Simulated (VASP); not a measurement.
Input of a VASP 6.6.1 run:

File INCAR:

```
  PREC = Accurate
  ENCUT = 520
  EDIFF = 1E-6
  ISMEAR = -1
  SIGMA = 0.15
  LREAL = F
  LASPH = T
  NELM = 100
  ALGO = Normal
  ISIF = 2
  LWAVE = F
  LCHARG = F
  GGA = PS
  NBANDS = 12
```

Contents of KPOINTS:

```
Automatic mesh
0
Gamma
  20 20 20
```

Contents of POSCAR:

```
Nb
1.0
   -1.6372765129      1.6372765129      1.6372765129
    1.6372765129     -1.6372765129      1.6372765129
    1.6372765129      1.6372765129     -1.6372765129
Nb
1
Direct
    0.0000000000      0.0000000000      0.0000000000
```

Potentials or basis: VASP PAW PBE potentials, release 64 (Nb_sv).

Run with:

```bash
$ cat potpaw_PBE.64/Nb_sv/POTCAR > POTCAR
$ mpirun -np 1 vasp_std > vasp.out
```

(1) What does it give for the pressure?

## Answers

(1) -0.3 GPa.

Caveat: the PAW data sets were made with another functional, which shifts forces and pressure a little.
